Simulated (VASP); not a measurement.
A run of VASP 6.6.1 is set up as follows.

INCAR

```
  PREC = Accurate
  ENCUT = 500
  EDIFF = 1E-6
  ISMEAR = -4
  SIGMA = 0.1
  LREAL = False
  LASPH = True
  NELM = 120
  ALGO = Normal
  ISIF = 2
  LWAVE = False
  LCHARG = False
  GGA = PE
  NBANDS = 13
  GGA_COMPAT = False
```

File KPOINTS:

```
regular mesh
0
Gamma
  8 8 8
```

POSCAR

```
Mo
1.0
   -1.5592010000      1.5592010000      1.5592010000
    1.5592010000     -1.5592010000      1.5592010000
    1.5592010000      1.5592010000     -1.5592010000
Mo
1
Direct
    0.0000000000      0.0000000000      0.0000000000
```

Potentials or basis: VASP PAW PBE potentials, release 64 (Mo_sv).

The run is started by

```sh
$ cat potpaw_PBE.64/Mo_sv/POTCAR > POTCAR
$ mpirun -np 1 vasp_std > vasp.out
```

Problem. Estimate the pressure.

Solution. 15.3 GPa.

Problem. What does it give for the band gap on the k mesh?

Solution. Zero (band 7 reaches 17.22 eV, above the bottom of band 8 at 11.65 eV).
